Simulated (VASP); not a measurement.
# Te2Mo: single point with PBE

Te2Mo:

```
CELL_PARAMETERS angstrom
3.55707 0.00000 0.00000
-1.77853 3.08051 0.00000
0.00000 0.00000 15.20472
ATOMIC_POSITIONS crystal
Te 0.30899 0.61797 0.61136
Te 0.66667 0.33333 0.13109
Te 0.33333 0.66667 0.86891
Te 0.66667 0.33333 0.36891
Mo 0.33333 0.66667 0.25000
Mo 0.66667 0.33333 0.75000
```

This cell differs from its parent crystal: atom 1 (Te) moved by (-0.150, -0.300) A along y and z.

```json
{
  "Program": "VASP 6.6.1",
  "Task": "single point",
  "Functional": "PBE",
  "Potentials or basis": "VASP PAW PBE potentials, release 64 (Te, Mo_sv)",
  "Cutoff": "520 eV",
  "k mesh": "12 × 12 × 2",
  "Occupations": "gaussian, width 0.05 eV",
  "Spin": "no spin polarisation"
}
```

- Pressure: -2.8 GPa
- Largest force: 2.280 eV/Å
- Band gap on the k mesh: 0.66 eV, indirect (least direct gap 0.90 eV)

Forces on the atoms (eV/Å):
```
Te   0.000  0.428  2.240
Te   0.000  0.000 -0.019
Te   0.000  0.049 -0.363
Te   0.000 -0.005 -0.002
Mo   0.000 -0.003  0.011
Mo   0.000 -0.470 -1.867
```

Stress tensor (GPa, compression positive):
```
-1.64  0.00  0.00
 0.00 -1.67 -0.74
 0.00 -0.74 -5.03
```

Levels at points of the mesh, in eV from the valence-band top:
```csv
k point,band 23,band 24,band 25,band 26,band 27,band 28,band 29,band 30
"(0.00, 0.00, 0.00)",-0.75,-0.63,-0.37,-0.23,2.54,2.72,2.83,2.84
"(0.50, 0.00, 0.00)",-0.95,-0.79,-0.54,0.00,1.19,1.38,1.43,1.64
"(0.00, 0.50, 0.00)",-0.95,-0.73,-0.54,-0.09,1.19,1.39,1.42,1.64
"(0.00, 0.00, 0.50)",-0.63,-0.51,-0.34,-0.29,2.54,2.72,2.83,2.85
"(0.50, 0.00, 0.50)",-0.94,-0.79,-0.53,-0.01,1.19,1.39,1.52,1.55
"(0.00, 0.50, 0.50)",-0.95,-0.73,-0.53,-0.10,1.19,1.42,1.51,1.55
```

Wall time 21 min on 1 thread of AMD EPYC 7R13, with other jobs on the host, peak memory 0.55 GiB.

Caveat: the cell differs from its parent crystal (atom 1 (Te) moved by (-0.150, -0.300) A along y and z); spin-orbit coupling is left out, which moves the levels of the heavy elements; this functional lacks dispersion, which binds the layers, so the pressure and a relaxed spacing across them are unreliable; forces of over 1 eV/Å act on the atoms, so gaps and moduli don't describe the material at rest. A k mesh can miss the band edges.
